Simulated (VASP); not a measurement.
# CdS (Hawleyite) (F-43m) in VASP: a series of runs

The runs below take CdS (Hawleyite) through single point, with PBE.

All numbers are computed with VASP 6.6.1; they aren't measurements. Logs are shortened: lines on timing, memory, paths and dates and some standing lists are left out, and cuts for length are marked.

### 1 The cell of the first run

It takes space group F-43m (No. 216, cubic). The conventional cell has a = 5.833 Å, b = 5.833 Å, c = 5.833 Å, α = 90.00°, β = 90.00°, γ = 90.00°. Cd (site symmetry -43m) has 4 S at 2.53 Å within 3.3 Å. Within 3.3 Å of S (site symmetry -43m) lie 4 Cd at 2.53 Å.

### 2 Single point, PBE

INCAR reads:

```
SYSTEM = CdS
  PREC = Accurate
  ENCUT = 520
  EDIFF = 1E-7
  ISMEAR = 0
  SIGMA = 0.015
  LREAL = .False.
  LASPH = .True.
  NELM = 100
  ALGO = Normal
  ISIF = 2
  LWAVE = .False.
  LCHARG = .False.
  GGA = PE
  NBANDS = 16
```

KPOINTS reads:

```
Automatic mesh
0
Gamma
  8 8 8
  0 0 0
```

POSCAR reads:

```
CdS
1.0
    0.0000000000      2.9165000000      2.9165000000
    2.9165000000      0.0000000000      2.9165000000
    2.9165000000      2.9165000000      0.0000000000
Cd S
1 1
Direct
    0.0000000000      0.0000000000      0.0000000000
    0.7500000000      0.7500000000      0.7500000000
```

Potentials or basis: VASP PAW PBE potentials, release 64 (Cd, S).

Launch:

```console
$ cat potpaw_PBE.64/Cd/POTCAR potpaw_PBE.64/S/POTCAR > POTCAR
$ mpirun -np 1 vasp_std > vasp.out
```

OUTCAR:

```text
SYSTEM = CdS
   PREC = Accurate
   ENCUT = 520
   EDIFF = 1E-7
   ISMEAR = 0
   LREAL = .False.
   LASPH = .True.
   NELM = 100
   ISIF = 2
   GGA = PE

 ion  position               nearest neighbor table
   1  0.000  0.000  0.000-   2 2.53   2 2.53   2 2.53   2 2.53
   2  0.750  0.750  0.750-   1 2.53   1 2.53   1 2.53   1 2.53

  LATTYP: Found a face centered cubic cell.
 ALAT       =     5.8330000000

  Lattice vectors:

 A1 = (   0.0000000000,   2.9165000000,   2.9165000000)
 A2 = (   2.9165000000,   0.0000000000,   2.9165000000)
 A3 = (   2.9165000000,   2.9165000000,   0.0000000000)

Analysis of symmetry for initial positions (statically):
=====================================================================
 Subroutine PRICEL returns:
 Original cell was already a primitive cell.

 Routine SETGRP: Setting up the symmetry group for a
 face centered cubic supercell.

 Subroutine GETGRP returns: Found 24 space group operations
 (whereof 24 operations were pure point group operations)
 out of a pool of 48 trial point group operations.

The static configuration has the point symmetry T_d .

Analysis of symmetry for dynamics (positions and initial velocities):
=====================================================================
 Subroutine PRICEL returns:
 Original cell was already a primitive cell.

 Routine SETGRP: Setting up the symmetry group for a
 face centered cubic supercell.

 Subroutine GETGRP returns: Found 24 space group operations
 (whereof 24 operations were pure point group operations)
 out of a pool of 48 trial point group operations.

The dynamic configuration has the point symmetry T_d .

 Subroutine INISYM returns: Found 24 space group operations
 (whereof 24 operations are pure point group operations),
 and found     1 'primitive' translations

----------------------------------------------------------------------------------------

                                     Primitive cell

  volume of cell :      49.6153

  direct lattice vectors                    reciprocal lattice vectors
     0.000000000  2.916500000  2.916500000    -0.171438368  0.171438368  0.171438368
     2.916500000  0.000000000  2.916500000     0.171438368 -0.171438368  0.171438368
     2.916500000  2.916500000  0.000000000     0.171438368  0.171438368 -0.171438368

  length of vectors
     4.124553855  4.124553855  4.124553855     0.296939964  0.296939964  0.296939964

  position of ions in fractional coordinates (direct lattice)
     0.000000000  0.000000000  0.000000000
     0.750000000  0.750000000  0.750000000

  ion indices of the primitive-cell ions
   primitive index   ion index
                 1           1
                 2           2

----------------------------------------------------------------------------------------

 KPOINTS: Automatic mesh

Automatic generation of k-mesh.
 Grid dimensions read from file:
 generate k-points for:    8    8    8

 Generating k-lattice:

  Cartesian coordinates                     Fractional coordinates (reciprocal lattice)
    -0.021429796  0.021429796  0.021429796     0.125000000  0.000000000  0.000000000
     0.021429796 -0.021429796  0.021429796     0.000000000  0.125000000  0.000000000
     0.021429796  0.021429796 -0.021429796     0.000000000  0.000000000  0.125000000

  Length of vectors
     0.037117495  0.037117495  0.037117495

  Shift w.r.t. Gamma in fractional coordinates (k-lattice)
     0.000000000  0.000000000  0.000000000

 Subroutine IBZKPT returns following result:
 ===========================================

 Found     29 irreducible k-points:

 Following reciprocal coordinates:
            Coordinates               Weight
  0.000000  0.000000  0.000000      1.000000
  0.125000  0.000000  0.000000      8.000000
  0.250000  0.000000  0.000000      8.000000
  0.375000  0.000000  0.000000      8.000000
  0.500000  0.000000  0.000000      4.000000
  0.125000  0.125000  0.000000      6.000000
[... 16 lines left out ...]
  0.500000  0.250000  0.125000     48.000000
 -0.375000  0.250000  0.125000     24.000000
 [... further k-points ...]
   k-points           NKPTS =     29   k-points in BZ     NKDIM =     29   number of bands    NBANDS=     16
   number of dos      NEDOS =    301   number of ions     NIONS =      2
   total plane-waves  NPLWV =  32768
   dimension x,y,z NGX =    32 NGY =   32 NGZ =   32
   dimension x,y,z NGXF=    64 NGYF=   64 NGZF=   64
   ions per type =               1   1
   NGX,Y,Z   is equivalent  to a cutoff of  12.90, 12.90, 12.90 a.u.
   NGXF,Y,Z  is equivalent  to a cutoff of  25.80, 25.80, 25.80 a.u.
 SYSTEM =  CdS
   PREC   = accura    normal or accurate (medium, high low for compatibility)
   ISTART =      0    job   : 0-new  1-cont  2-samecut
   ICHARG =      2    charge: 1-file 2-atom 10-const
   ISPIN  =      1    spin polarized calculation?
   LNONCOLLINEAR =      F non collinear calculations
   LSORBIT =      F    spin-orbit coupling
   LASPH  =      T    aspherical Exc in radial PAW
   ENCUT  =  520.0 eV  38.22 Ry    6.18 a.u.   7.67  7.67  7.67*2*pi/ulx,y,z
   NELM   =    100;   NELMIN=  2; NELMDL= -5     # of ELM steps
   EDIFF  = 0.1E-06   stopping-criterion for ELM
   LREAL  =      F    real-space projection
   EDIFFG = 0.1E-05   stopping-criterion for IOM
   NSW    =      0    number of steps for IOM
   IBRION =     -1    ionic relax: 0-MD 1-quasi-New 2-CG
   NFREE  =      0    steps in history (QN), initial steepest desc. (CG)
   ISIF   =      2    stress and relaxation
   ISYM   =      2    0-nonsym 1-usesym 2-fastsym
   POTIM  = 0.5000    time-step for ionic-motion
   TEBEG  =    0.0;   TEEND  =   0.0 temperature during run
   PSTRESS=    0.0 pullay stress
   NELECT =      18.0000    total number of electrons
   NUPDOWN=      -1.0000    fix difference up-down
   EMIN   =  10.00;   EMAX   =-10.00  energy-range for DOS
   EFERMI =   0.00;   METHOD = LEGACY
   ISMEAR =     0;   SIGMA  =   0.01  broadening in eV -4-tet -1-fermi 0-gaus
   EFERMI_NEDOS =   21; number of points for ismear=-14 and -15
   IALGO  =     38    algorithm
   IMIX   =      4    mixing-type and parameters
     AMIX     =   0.40;   BMIX     =  1.00
     AMIX_MAG =   1.60;   BMIX_MAG =  1.00
  volume/ion in A,a.u.               =      24.81       167.41
  Fermi-wavevector in a.u.,A,eV,Ry     =   1.167599  2.206442 18.548649  1.363287
  Thomas-Fermi vector in A             =   2.304097
   LORBIT       =      0    0 simple, 1 ext, 2 COOP (PROOUT), +10 PAW based schemes
   GGA     = PE    functional components
   LHFCALC =     F    Hartree Fock is set to
   AEXX    =    0.0000 exact exchange contribution
   IVDW    =     0    specifies the selected vdW correction
   LEPSILON=     F    determine dielectric tensor
   LRPA    =     F    only Hartree local field effects (RPA)
 non-spin polarized calculation
 Gauss-broadening in eV      SIGMA  =   0.01
  energy-cutoff  :      520.00
  volume of cell :       49.62
 maximum number of plane-waves:      1363
   NGX = 15   NGY = 15   NGZ = 15

 number of electron      18.0000004 magnetization

 Free energy of the ion-electron system (eV)
  ---------------------------------------------------
  ext. energy  EPLUGINS =         0.00000000
  ---------------------------------------------------
  free energy    TOTEN  =        -6.12127789 eV

  energy without entropy =       -6.12127789  energy(sigma->0) =       -6.12127789

 E-fermi :   1.4239     XC(G=0):  -9.1497

 val. band max:        1.3143377331   @ k =   0.0000   0.0000   0.0000
 cond. band min:       2.4641080293   @ k =   0.0000   0.0000   0.0000
 fundamental gap:      1.1497702961
 Fermi energy:         1.4239040489

 k-point     1 :       0.0000    0.0000    0.0000
  band No.  band energies     occupation
      1     -11.0554      2.00000
      2      -6.4137      2.00000
      3      -6.4137      2.00000
      4      -6.4137      2.00000
      5      -5.9338      2.00000
      6      -5.9338      2.00000
[... 8 lines left out ...]
     15      12.7950      0.00000
     16      12.7950      0.00000

 k-point     2 :       0.1250    0.0000    0.0000
  band No.  band energies     occupation
      1     -10.9933      2.00000
      2      -6.3912      2.00000
      3      -6.3912      2.00000
      4      -6.3600      2.00000
      5      -5.9349      2.00000
      6      -5.9349      2.00000
[... 8 lines left out ...]
     15      12.1973      0.00000
     16      13.3259      0.00000

 k-point     3 :       0.2500    0.0000    0.0000
  band No.  band energies     occupation
      1     -10.8426      2.00000
      2      -6.3424      2.00000
      3      -6.3424      2.00000
      4      -6.1672      2.00000
      5      -5.9295      2.00000
      6      -5.9295      2.00000
[... 8 lines left out ...]
     15      11.9619      0.00000
     16      12.6506      0.00000

 k-point     4 :       0.3750    0.0000    0.0000
  band No.  band energies     occupation
      1     -10.6920      2.00000
      2      -6.3048      2.00000
      3      -6.3048      2.00000
      4      -5.9094      2.00000
      5      -5.9094      2.00000
      6      -5.8119      2.00000
[... 8 lines left out ...]
     15      12.8190      0.00000
     16      12.8190      0.00000
[... 324 lines left out ...]
 k-point    22 :       0.3750    0.2500    0.1250
  band No.  band energies     occupation
      1     -10.7320      2.00000
      2      -6.2904      2.00000
      3      -6.2640      2.00000
      4      -6.1005      2.00000
      5      -5.9265      2.00000
      6      -5.8732      2.00000
[... 8 lines left out ...]
     15      13.3246      0.00000
     16      15.2046      0.00000

 k-point    23 :       0.5000    0.2500    0.1250
  band No.  band energies     occupation
      1     -10.6136      2.00000
      2      -6.2545      2.00000
      3      -6.2285      2.00000
      4      -6.0000      2.00000
      5      -5.9002      2.00000
      6      -5.6424      2.00000
[... 8 lines left out ...]
     15      14.1446      0.00000
     16      14.4106      0.00000

 k-point    24 :      -0.3750    0.2500    0.1250
  band No.  band energies     occupation
      1     -10.5653      2.00000
      2      -6.2497      2.00000
      3      -6.2116      2.00000
      4      -5.9596      2.00000
      5      -5.9070      2.00000
      6      -5.4397      2.00000
[... 8 lines left out ...]
     15      13.6170      0.00000
     16      14.4857      0.00000

 [... further k-points ...]
[... 5 lines left out ...]
  --------------------------------------------------------------------------------------
  -------------------------------------------------------------------------------------
  Total        0.9935897      0.9935897      0.9935897      0.0000000     -0.0000000     -0.0000000
  in kB       32.0849768     32.0849768     32.0849768      0.0000000     -0.0000000     -0.0000000
  external PRESSURE =      32.0849768 kB  Pullay stress =       0.0000000 kB

 VOLUME and BASIS-vectors are now :
 -----------------------------------------------------------------------------
  energy-cutoff  :      520.00
  volume of cell :       49.62
      direct lattice vectors                 reciprocal lattice vectors
     0.000000000  2.916500000  2.916500000    -0.171438368  0.171438368  0.171438368
     2.916500000  0.000000000  2.916500000     0.171438368 -0.171438368  0.171438368
     2.916500000  2.916500000  0.000000000     0.171438368  0.171438368 -0.171438368

 POSITION                                       TOTAL-FORCE (eV/Angst)
 -----------------------------------------------------------------------------------
      0.00000      0.00000      0.00000         0.000000      0.000000     -0.000000
      4.37475      4.37475      4.37475        -0.000000     -0.000000      0.000000
 -----------------------------------------------------------------------------------
    total drift:                                0.000000      0.000000      0.000000

  FREE ENERGIE OF THE ION-ELECTRON SYSTEM (eV)
  ---------------------------------------------------
  free  energy   TOTEN  =        -6.1212778902 eV

  energy  without entropy=       -6.1212778902  energy(sigma->0) =       -6.12127789
```

It took 22 s on 1 thread of Intel Xeon Platinum 8259CL at 2.50GHz (Skylake/Cascade Lake), shared host; peak memory 0.18 GiB.

Results:

- Free energy: -6.1213 eV
- Pressure: 3.2 GPa
- Band gap on the k mesh: 1.15 eV, direct

Levels at points of the mesh, in eV from the valence-band top:
```tsv
k point	band 5	band 6	band 7	band 8	band 9	band 10	band 11	band 12	band 13	band 14
(0.00, 0.00, 0.00)	-7.25	-7.25	0.00	0.00	0.00	1.15	6.55	6.55	6.55	11.44
(0.50, 0.00, 0.00)	-7.21	-6.87	-4.40	-0.75	-0.75	3.02	7.01	7.01	7.48	11.09
(0.50, 0.50, 0.00)	-7.16	-6.80	-3.95	-1.88	-1.88	3.55	4.35	9.23	10.78	10.78
```

### 3 Single point, PBE

Changes to INCAR since step 2:

```diff
@@ -5,6 +5,6 @@
   ISMEAR = 0
-  SIGMA = 0.015
+  SIGMA = 0.016
   LREAL = .False.
   LASPH = .True.
-  NELM = 100
+  NELM = 80
   ALGO = Normal
```

KPOINTS reads:

```
regular mesh
0
Gamma
  8 8 8
  0 0 0
```

POSCAR is that of step 2.

Potentials or basis: VASP PAW PBE potentials, release 64 (Cd, S).

Launch:

```console
$ cat potpaw_PBE.64/Cd/POTCAR potpaw_PBE.64/S/POTCAR > POTCAR
$ mpirun -np 1 vasp_std > vasp.out
```

Run time: 24 s. Hardware: 1 thread of Intel Xeon Platinum 8259CL at 2.50GHz (Skylake/Cascade Lake), shared host; peak memory 0.18 GiB.

It converged, with:

```yaml
Free_energy: -6.1213 eV
Pressure: 3.2 GPa
Band_gap_on_the_k_mesh: 1.15 eV, direct
```

Levels at points of the mesh, in eV from the valence-band top:
| k point | band 6 | band 7 | band 8 | band 9 | band 10 | band 11 | band 12 | band 13 |
| --- | --- | --- | --- | --- | --- | --- | --- | --- |
| (0.00, 0.00, 0.00) | -7.25 | 0.00 | 0.00 | 0.00 | 1.15 | 6.55 | 6.55 | 6.55 |
| (0.50, 0.00, 0.00) | -6.87 | -4.40 | -0.75 | -0.75 | 3.02 | 7.01 | 7.01 | 7.48 |
| (0.50, 0.50, 0.00) | -6.80 | -3.95 | -1.88 | -1.88 | 3.55 | 4.35 | 9.23 | 10.78 |

PBE gaps usually lie below the measured ones, often by a third to a half.
